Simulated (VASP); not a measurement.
# Te2Mo (P-6m2) in VASP: a series of runs, part 2 of 2

VASP 6.6.1. The steps go on from the part before.

**3. Relaxation of cell and atoms, PBEsol, target pressure 4 GPa, at which the enthalpy is minimised**

This run uses another cell than the first one, of 24.95 Å³/atom.

INCAR reads:

```
SYSTEM = Te2Mo
PREC     = Accurate       ! precision mode
ENCUT    = 600            ! plane-wave cutoff, eV
EDIFF    = 1E-7           ! SCF threshold, eV
ISMEAR   = 0              ! smearing method
SIGMA    = 0.02           ! smearing width, eV
LREAL    = .FALSE.        ! projectors in reciprocal space
LASPH    = .TRUE.         ! aspherical terms in the spheres
NELM     = 100            ! most SCF steps
ALGO     = Normal         ! electronic algorithm
ISIF     = 3              ! what is computed and relaxed
LWAVE    = .FALSE.        ! write WAVECAR
LCHARG   = .FALSE.        ! write CHGCAR
GGA      = PS             ! functional
IBRION   = 2              ! ionic algorithm
NSW      = 70             ! ionic steps
EDIFFG   = -0.008         ! ionic threshold
PSTRESS  = 40.0
```

KPOINTS reads:

```
regular mesh
0
G
  12 12 4
  0 0 0
```

POSCAR reads:

```
Te2Mo
1.0
    3.3792052338      0.0000000000      0.0000000000
   -1.6896026169      2.9264775770      0.0000000000
    0.0000000000      0.0000000000      7.5676935886
Te Mo
2 1
Direct
    0.3333333333      0.6666666667      0.7672089552
    0.3333333333      0.6666666667      0.2327910448
    0.0000000000      0.0000000000      0.0000000000
```

Potentials or basis: VASP PAW PBE potentials, release 64 (Te, Mo_sv).

On the command line:

```bash
cat potpaw_PBE.64/Te/POTCAR potpaw_PBE.64/Mo_sv/POTCAR > POTCAR
mpirun -np 1 vasp_std > vasp.out
```

OUTCAR:

```text
SYSTEM = Te2Mo
   PREC = Accurate
   ENCUT = 600
   EDIFF = 1E-7
   ISMEAR = 0
   LREAL = .FALSE.
   LASPH = .TRUE.
   NELM = 100
   ISIF = 3
   GGA = PS
   IBRION = 2
   NSW = 70
   EDIFFG = -0.008
   PSTRESS = 40.0

 ion  position               nearest neighbor table
   1  0.333  0.667  0.767-   3 2.63   3 2.63   3 2.63   2 3.52
   2  0.333  0.667  0.233-   3 2.63   3 2.63   3 2.63   1 3.52
   3  0.000  0.000  0.000-   1 2.63   2 2.63   1 2.63   2 2.63   1 2.63   2 2.63

  LATTYP: Found a hexagonal cell.
 ALAT       =     3.3792052338
 C/A-ratio  =     2.2394891890

  Lattice vectors:

 A1 = (   3.3792052338,   0.0000000000,   0.0000000000)
 A2 = (  -1.6896026169,   2.9264775770,   0.0000000000)
 A3 = (   0.0000000000,   0.0000000000,   7.5676935886)

Analysis of symmetry for initial positions (statically):
=====================================================================
 Subroutine PRICEL returns:
 Original cell was already a primitive cell.

 Routine SETGRP: Setting up the symmetry group for a
 hexagonal supercell.

 Subroutine GETGRP returns: Found 12 space group operations
 (whereof 12 operations were pure point group operations)
 out of a pool of 24 trial point group operations.

The static configuration has the point symmetry D_3h.

Analysis of symmetry for dynamics (positions and initial velocities):
=====================================================================
 Subroutine PRICEL returns:
 Original cell was already a primitive cell.

 Routine SETGRP: Setting up the symmetry group for a
 hexagonal supercell.

 Subroutine GETGRP returns: Found 12 space group operations
 (whereof 12 operations were pure point group operations)
 out of a pool of 24 trial point group operations.

The dynamic configuration has the point symmetry D_3h.

 Subroutine INISYM returns: Found 12 space group operations
 (whereof 12 operations are pure point group operations),
 and found     1 'primitive' translations

[... 131 lines left out ...]
  volume of cell :       74.84
 maximum number of plane-waves:      2528
 NGX is ok and might be reduce to    28
   NGX = 13   NGY = 13   NGZ = 31

--------------------------------------- Ionic step        1  -------------------------------------------

 number of electron      25.9999999 magnetization

 Free energy of the ion-electron system (eV)
  ---------------------------------------------------
  ext. energy  EPLUGINS =         0.00000000
  ---------------------------------------------------
  free energy    TOTEN  =       -19.40422240 eV

  energy without entropy =      -19.40422240  energy(sigma->0) =      -19.40422240

------------------------ aborting loop because EDIFF is reached ----------------------------------------

  FORCE on cell =-STRESS in cart. coord.  units (eV):
  Direction    XX          YY          ZZ          XY          YZ          ZX
  --------------------------------------------------------------------------------------
  -------------------------------------------------------------------------------------
  Total        4.6036770      4.6036770      5.5492278      0.0000000     -0.0000000      0.0000000
  in kB       98.5580530     98.5580530    118.8009254      0.0000000     -0.0000000      0.0000000
  external PRESSURE =      65.3056771 kB  Pullay stress =      40.0000000 kB
[... 26 lines left out ...]
--------------------------------------- Ionic step        2  -------------------------------------------

 number of electron      26.0000000 magnetization

 E-fermi :   6.5386     XC(G=0):  -9.7576

 val. band max:        6.3062537284   @ k =   0.3333   0.3333   0.5000
 cond. band min:       7.0042597952   @ k =   0.1667   0.1667   0.0000
 fundamental gap:      0.6980060668
 Fermi energy:         6.5385901253

 k-point     1 :       0.0000    0.0000    0.0000
  band No.  band energies     occupation
      1     -54.4608      2.00000
      2     -28.6371      2.00000
      3     -28.4694      2.00000
      4     -28.4694      2.00000
      5      -6.2676      2.00000
      6      -5.4780      2.00000
[... 544 lines left out ...]
  energy  without entropy=      -19.5827798530  energy(sigma->0) =      -19.58277985

  enthalpy is  TOTEN    =       -17.6291356232 eV   P V=        1.9536442298

[... ionic steps 4 to 12 ...]

--------------------------------------- Ionic step       13  -------------------------------------------

 number of electron      26.0000001 magnetization

------------------------ aborting loop because EDIFF is reached ----------------------------------------
[... 73 lines left out ...]
--------------------------------------- Ionic step       15  -------------------------------------------

 number of electron      26.0000001 magnetization

 Free energy of the ion-electron system (eV)
  ---------------------------------------------------
  ext. energy  EPLUGINS =         0.00000000
  ---------------------------------------------------
  free energy    TOTEN  =       -19.53646213 eV

  energy without entropy =      -19.53646213  energy(sigma->0) =      -19.53646213

 E-fermi :   8.1618     XC(G=0): -10.4406

 val. band max:        7.9131493415   @ k =   0.3333   0.3333   0.5000
 cond. band min:       8.7218673371   @ k =   0.2500   0.1667   0.0000
 fundamental gap:      0.8087179956
 Fermi energy:         8.1617951501

 k-point     1 :       0.0000    0.0000    0.0000
  band No.  band energies     occupation
      1     -52.6255      2.00000
      2     -26.8916      2.00000
      3     -26.6673      2.00000
      4     -26.6673      2.00000
      5      -5.2926      2.00000
      6      -4.1168      2.00000
[... 505 lines left out ...]
  energy  without entropy=      -19.5364621276  energy(sigma->0) =      -19.53646213

  enthalpy is  TOTEN    =       -17.6607187230 eV   P V=        1.8757434046

 reached required accuracy - stopping structural energy minimisation
```

OSZICAR:

```text
N       E                     dE             d eps       ncg     rms          rms(c)
DAV:   1     0.196413562034E+03    0.19641E+03   -0.13235E+04  1978   0.153E+03
DAV:   2    -0.127738126272E+02   -0.20919E+03   -0.20663E+03  2546   0.346E+02
DAV:   3    -0.199788233682E+02   -0.72050E+01   -0.71721E+01  2503   0.598E+01
[... 169 lines left out ...]
DAV:   3    -0.195364686269E+02    0.60726E-04   -0.39267E-04  2117   0.100E-01    0.204E-02
DAV:   4    -0.195364641221E+02    0.45047E-05   -0.19489E-05  1945   0.304E-02    0.747E-03
DAV:   5    -0.195364625989E+02    0.15232E-05   -0.48139E-06  2085   0.153E-02    0.709E-03
DAV:   6    -0.195364621288E+02    0.47007E-06   -0.57883E-07  2212   0.421E-03    0.142E-03
DAV:   7    -0.195364621276E+02    0.12346E-08   -0.38234E-08   972   0.116E-03
  15 F= -.17660719E+02 E0= -.17660719E+02  d E =-.157539E-04
```

CONTCAR:

```text
Te2Mo
   1.00000000000000
     3.4214775323157451    0.0000000000000000    0.0000000000000000
    -1.7107387661578726    2.9630864613469732    0.0000000000000000
    -0.0000000000000000   -0.0000000000000000    7.4108155228545138
  Te              Mo
     2     1
Direct
     0.3333333332999970    0.6666666667000030    0.7543703693496300
     0.3333333332999970    0.6666666667000030    0.2456296306503700
     0.0000000000000000    0.0000000000000000    0.0000000000000000

  0.00000000E+00  0.00000000E+00  0.00000000E+00
  0.00000000E+00  0.00000000E+00  0.00000000E+00
  0.00000000E+00  0.00000000E+00  0.00000000E+00
```

Wall time 23 min (1 thread of AMD EPYC 7R13, shared host); peak memory 0.28 GiB.

Results:

```yaml
Free_energy: -19.5365 eV
Relaxed_volume: 25.04 Å³/atom
Relaxed_cell: a = 3.421 Å, b = 3.421 Å, c = 7.411 Å, α = 90.00°, β = 90.00°, γ = 120.00°
Space_group_after_relaxing_to_0.1_Å: P-6m2 (No. 187)
Energy_change_on_relaxing_the_run_minimises_the_enthalpy: -44.1 meV/atom
Ionic_steps: 15
Pressure_after_relaxing: 4.0 GPa
Largest_force_after_relaxing: 0.008 eV/Å
Band_gap_on_the_k_mesh: 0.81 eV (least direct gap 1.20 eV)
```

Forces on the atoms (eV/Å):
```
Te   0.000  0.000 -0.008
Te   0.000  0.000  0.008
Mo   0.000  0.000  0.000
```

The path:
```
step  energy change (eV)  largest force (eV/Å)  pressure (GPa)  volume (Å³)
   1              0.0000                1.3616           10.53        74.84
   2              0.0421                1.6640           -7.43        86.39
   3             -0.1786                0.1788            3.30        78.25
   4             -0.1746                0.2293            3.61        78.08
   5             -0.1729                0.2491            3.73        78.02
   6             -0.1703                0.2400            3.78        77.61
   7             -0.1560                0.2064            4.04        76.37
   8             -0.0845                0.0802            5.12        73.87
   9             -0.1389                0.1981            4.40        75.52
  10             -0.1465                0.1932            2.64        75.86
  11             -0.1449                0.0162            3.58        75.68
  12             -0.1317                0.0080            3.98        75.11
  13             -0.1331                0.0057            3.94        75.17
  14             -0.1313                0.0228            4.10        75.09
  15             -0.1322                0.0078            4.02        75.13
```

Final structure:
```cif
data_structure
_symmetry_space_group_name_H-M 'P 1'
_symmetry_Int_Tables_number 1
_cell_length_a 3.4215
_cell_length_b 3.4215
_cell_length_c 7.4108
_cell_angle_alpha 90.000
_cell_angle_beta 90.000
_cell_angle_gamma 120.000
_cell_volume 75.13
loop_
_atom_site_label
_atom_site_type_symbol
_atom_site_fract_x
_atom_site_fract_y
_atom_site_fract_z
_atom_site_occupancy
Te1 Te 0.33333 0.66667 0.75437 1
Te2 Te 0.33333 0.66667 0.24563 1
Mo1 Mo 0.00000 0.00000 0.00000 1
```

Caveat: the cell is relaxed towards a set pressure, so the run minimises the enthalpy, not the energy; the PAW data sets were made with another functional, which shifts forces and pressure a little; spin-orbit coupling is left out, which moves the levels of the heavy elements; this functional lacks dispersion, which binds layers or chains, so the pressure and a relaxed spacing across them are unreliable.

**4. Relaxation of cell and atoms, PBEsol, target pressure 90 GPa, at which the enthalpy is minimised**

This run uses another cell than the first one, of 16.43 Å³/atom.

INCAR reads:

```
PREC = Accurate ; ENCUT = 600
EDIFF = 1E-6 ; ISMEAR = 0
SIGMA = 0.1 ; LREAL = False
LASPH = True ; NELM = 60
ALGO = Normal ; ISIF = 3
LWAVE = False ; LCHARG = False
GGA = PS ; IBRION = 2
NSW = 70 ; EDIFFG = -0.008
PSTRESS = 900.0
```

KPOINTS reads:

```
Automatic mesh
0
Gamma
  18 18 6
```

POSCAR reads:

```
Te2Mo
1.0
    2.9260585068      0.0000000000      0.0000000000
   -1.4630292534      2.5340409999      0.0000000000
    0.0000000000      0.0000000000      6.6456137292
Te Mo
2 1
Direct
    0.3333333333      0.6666666667      0.7177553803
    0.3333333333      0.6666666667      0.2822446197
    0.0000000000      0.0000000000      0.0000000000
```

Potentials or basis: VASP PAW PBE potentials, release 64 (Te, Mo_sv).

On the command line:

```bash
cat potpaw_PBE.64/Te/POTCAR potpaw_PBE.64/Mo_sv/POTCAR > POTCAR
mpirun -np 1 vasp_std > vasp.out
```

OUTCAR:

```text
PREC = Accurate
   ENCUT = 600
   EDIFF = 1E-6
   ISMEAR = 0
   LREAL = False
   LASPH = True
   NELM = 60
   ISIF = 3
   GGA = PS
   IBRION = 2
   NSW = 70
   EDIFFG = -0.008
   PSTRESS = 900.0

 ion  position               nearest neighbor table
   1  0.333  0.667  0.718-   3 2.52   3 2.52   3 2.52   2 2.89
   2  0.333  0.667  0.282-   3 2.52   3 2.52   3 2.52   1 2.89
   3  0.000  0.000  0.000-   1 2.52   2 2.52   1 2.52   2 2.52   1 2.52   2 2.52

  LATTYP: Found a hexagonal cell.
 ALAT       =     2.9260585068
 C/A-ratio  =     2.2711827921

  Lattice vectors:

 A1 = (   2.9260585068,   0.0000000000,   0.0000000000)
 A2 = (  -1.4630292534,   2.5340409999,   0.0000000000)
 A3 = (   0.0000000000,   0.0000000000,   6.6456137292)

Analysis of symmetry for initial positions (statically):
=====================================================================
 Subroutine PRICEL returns:
 Original cell was already a primitive cell.

 Routine SETGRP: Setting up the symmetry group for a
 hexagonal supercell.

 Subroutine GETGRP returns: Found 12 space group operations
 (whereof 12 operations were pure point group operations)
 out of a pool of 24 trial point group operations.

The static configuration has the point symmetry D_3h.

[... 275 lines left out ...]
  energy  without entropy=      -13.9306467078  energy(sigma->0) =      -13.93606831

  enthalpy is  TOTEN    =        12.5760939175 eV   P V=       26.5175838311

[... ionic steps 4 to 10 ...]

--------------------------------------- Ionic step       11  -------------------------------------------

 number of electron      26.0000001 magnetization

------------------------ aborting loop because EDIFF is reached ----------------------------------------
[... 73 lines left out ...]
--------------------------------------- Ionic step       13  -------------------------------------------

 number of electron      26.0000001 magnetization

 Free energy of the ion-electron system (eV)
  ---------------------------------------------------
  ext. energy  EPLUGINS =         0.00000000
  ---------------------------------------------------
  free energy    TOTEN  =       -13.83155863 eV

  energy without entropy =      -13.82067441  energy(sigma->0) =      -13.82611652

 E-fermi :  16.3093     XC(G=0): -13.0822

 val. band max:       16.3049587164   @ k =   0.3889   0.0000   0.1667
 cond. band min:      16.3112284534   @ k =   0.3333   0.2778   0.1667
 fundamental gap:      0.0062697370
 Fermi energy:        16.3092925887

 k-point     1 :       0.0000    0.0000    0.0000
  band No.  band energies     occupation
      1     -44.1270      2.00000
      2     -18.8382      2.00000
      3     -17.7523      2.00000
      4     -17.7523      2.00000
      5      -1.8782      2.00000
      6       0.4134      2.00000
[... 457 lines left out ...]
      4     -18.0806      2.00000
      5       3.2594      2.00000
      6       4.4435      2.00000
[... 9 lines left out ...]
     16      19.3801      0.00000
     17      21.5538      0.00000

 [... further k-points ...]

------------------------ aborting loop because EDIFF is reached ----------------------------------------

  FORCE on cell =-STRESS in cart. coord.  units (eV):
  Direction    XX          YY          ZZ          XY          YZ          ZX
  --------------------------------------------------------------------------------------
  -------------------------------------------------------------------------------------
  Total       26.2772885     26.2772885     26.2770286      0.0000000      0.0000000     -0.0000000
  in kB      899.8840747    899.8840749    899.8751744      0.0000000      0.0000000     -0.0000000
  external PRESSURE =      -0.1188920 kB  Pullay stress =     900.0000000 kB
[... 22 lines left out ...]
  energy  without entropy=      -13.8206744087  energy(sigma->0) =      -13.82611652

  enthalpy is  TOTEN    =        12.4491149735 eV   P V=       26.2806736055

 reached required accuracy - stopping structural energy minimisation
```

OSZICAR:

```text
N       E                     dE             d eps       ncg     rms          rms(c)
DAV:   1     0.203084948352E+03    0.20308E+03   -0.14202E+04  5040   0.160E+03
DAV:   2    -0.941627038805E+01   -0.21250E+03   -0.21010E+03  6371   0.372E+02
DAV:   3    -0.159663819315E+02   -0.65501E+01   -0.64229E+01  6377   0.594E+01
DAV:   4    -0.160486611783E+02   -0.82279E-01   -0.81914E-01  6076   0.659E+00
[... 119 lines left out ...]
       N       E                     dE             d eps       ncg     rms          rms(c)
DAV:   1    -0.138315621419E+02    0.22513E-02   -0.22119E-04  5251   0.118E-01    0.158E-02
DAV:   2    -0.138315600673E+02    0.20746E-05   -0.32948E-05  5666   0.404E-02    0.172E-02
DAV:   3    -0.138315588204E+02    0.12468E-05   -0.65961E-06  4540   0.135E-02    0.936E-03
DAV:   4    -0.138315586320E+02    0.18838E-06   -0.70934E-07  2554   0.661E-03
  13 F= 0.12449115E+02 E0= 0.12454557E+02  d E =-.484044E-05
```

CONTCAR:

```text
Te2Mo
   1.00000000000000
     2.8376946650539328    0.0000000000000000   -0.0000000000000000
    -1.4188473325269664    2.4575156683705144   -0.0000000000000000
     0.0000000000000000   -0.0000000000000000    6.7087654172451430
  Te              Mo
     2     1
Direct
     0.3333333332999970    0.6666666667000030    0.7056238824793074
     0.3333333332999970    0.6666666667000030    0.2943761175206925
     1.0000000000000000    0.0000000000000000    0.0000000000000000

  0.00000000E+00  0.00000000E+00  0.00000000E+00
  0.00000000E+00  0.00000000E+00  0.00000000E+00
  0.00000000E+00  0.00000000E+00  0.00000000E+00
```

Run time: 22 min. Hardware: 1 thread of AMD EPYC 7R13, shared host; peak memory 0.32 GiB.

What came out:

```
Free energy                                                : -13.8316 eV
Relaxed volume                                             : 15.59 Å³/atom
Relaxed cell                                               : a = 2.838 Å, b = 2.838 Å, c = 6.709 Å, α = 90.00°, β = 90.00°, γ = 120.00°
Space group after relaxing (to 0.1 Å)                      : P-6m2 (No. 187)
Energy change on relaxing (the run minimises the enthalpy) : +389.1 meV/atom
Ionic steps                                                : 13
Pressure after relaxing                                    : 90.0 GPa
Band gap on the k mesh                                     : zero (bands 13 and 14 overlap by 1.98 eV)
```

Forces in eV/Å, atoms in the order of the input:
```
Te   0.000  0.000 -0.002
Te   0.000  0.000  0.002
Mo   0.000  0.000  0.000
```

The path:
```
step  energy change (eV)  largest force (eV/Å)  pressure (GPa)  volume (Å³)
   1              0.0000                1.4186           78.88        49.28
   2              5.1161                2.5567          156.04        41.57
   3              1.0574                1.7634           94.95        47.21
   4              1.2966                1.0343           87.73        46.62
   5              1.1370                0.1069           89.42        46.84
   6              1.1327                0.0732           89.49        46.85
   7              1.1285                0.0398           89.57        46.86
   8              1.2595                0.0847           91.51        46.62
   9              1.1890                0.0163           90.50        46.75
  10              1.1175                0.0045           89.00        46.87
  11              1.1655                0.0118           90.01        46.79
  12              1.1651                0.0123           89.98        46.79
  13              1.1673                0.0023           89.99        46.78
```

Final structure:
```
CELL_PARAMETERS angstrom
2.83769 0.00000 0.00000
-1.41885 2.45752 0.00000
0.00000 0.00000 6.70877
ATOMIC_POSITIONS crystal
Te 0.33333 0.66667 0.70562
Te 0.33333 0.66667 0.29438
Mo 0.00000 0.00000 0.00000
```

Caveat: the cell is relaxed towards a set pressure, so the run minimises the enthalpy, not the energy; the PAW data sets were made with another functional, which shifts forces and pressure a little; spin-orbit coupling is left out, which moves the levels of the heavy elements.

**5. The runs side by side**

```csv
task,cell,k mesh,cutoff (eV),smearing,gap on the mesh (eV),pressure (GPa),largest force (eV/Å)
single point,"a = 3.471, b = 3.471, c = 7.772 Å, angles 90.0, 90.0, 120.0°, 3 atoms, atomic positions A","12 × 12 × 2, shifted",520,gaussian 0.02 eV,1.24,1.0,0.04
relaxation of cell and atoms,"relaxed to 4 GPa from a = 3.379, b = 3.379, c = 7.568 Å, angles 90.0, 90.0, 120.0°, 3 atoms, atomic positions A",12 × 12 × 4,600,gaussian 0.02 eV,0.81,4.0,0.01
relaxation of cell and atoms,"relaxed to 90 GPa from a = 2.926, b = 2.926, c = 6.646 Å, angles 90.0, 90.0, 120.0°, 3 atoms, atomic positions B",18 × 18 × 6,600,gaussian 0.1 eV,none,90.0,-
```

Alike in all rows: level PBEsol; potentials or basis VASP PAW PBE potentials, release 64 (Te, Mo_sv); no spin polarisation.

Caveats: the PAW data sets were made with another functional, which shifts forces and pressure a little; spin-orbit coupling is left out, which moves the levels of the heavy elements; this functional lacks dispersion, which binds layers or chains, so the pressure and a relaxed spacing across them are unreliable (at least some runs); the cell is relaxed towards a set pressure, so the run minimises the enthalpy, not the energy (at least some runs); a shifted mesh leaves out Γ, where band edges can lie (at least some runs).

Absolute energies hang on the potentials; compare differences alone.
